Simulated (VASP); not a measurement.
Input of a VASP 6.6.1 run:

The input INCAR:

```
SYSTEM = Si3C
PREC = Accurate
ENCUT = 600
EDIFF = 1E-6
ISMEAR = 0
SIGMA = 0.1
LREAL = .False.
LASPH = .True.
NELM = 60
ALGO = Normal
ISIF = 3
LWAVE = .False.
LCHARG = .False.
GGA = PE
IBRION = 2
NSW = 100
EDIFFG = -0.01
```

KPOINTS

```
regular mesh
0
Gamma
  14 14 14
  0 0 0
```

POSCAR

```
Si3C
1.0
    0.0000000000      2.9226097032      2.9226097032
    2.9226097032      0.0000000000      2.9226097032
    2.9226097032      2.9226097032      0.0000000000
Si C
3 1
Direct
    0.7500000000      0.7500000000      0.7500000000
    0.2500000000      0.2500000000      0.2500000000
    0.5000000000      0.5000000000      0.5000000000
    0.0000000000      0.0000000000      0.0000000000
```

Potentials or basis: VASP PAW PBE potentials, release 64 (Si, C).

Run with:

```sh
$ cat potpaw_PBE.64/Si/POTCAR potpaw_PBE.64/C/POTCAR > POTCAR
$ mpirun -np 1 vasp_std > vasp.out
```

Task: What does it give for the relaxed cell?

Result: a = 4.126 Å, b = 4.126 Å, c = 4.126 Å, α = 60.00°, β = 60.00°, γ = 60.00°.

Task: What does it give for the space group after relaxing (to 0.1 Å)?

Result: Fm-3m (No. 225).

Final structure:
```xyz
4
Lattice="0.0000 2.9177 2.9177 2.9177 0.0000 2.9177 2.9177 2.9177 0.0000" Properties=species:S:1:pos:R:3 pbc="T T T"
Si    4.3765    4.3765    4.3765
Si    1.4588    1.4588    1.4588
Si    2.9177    2.9177    2.9177
C     0.0000    0.0000    0.0000
```

Caveat: the highest band is partly filled, so the run has too few bands.
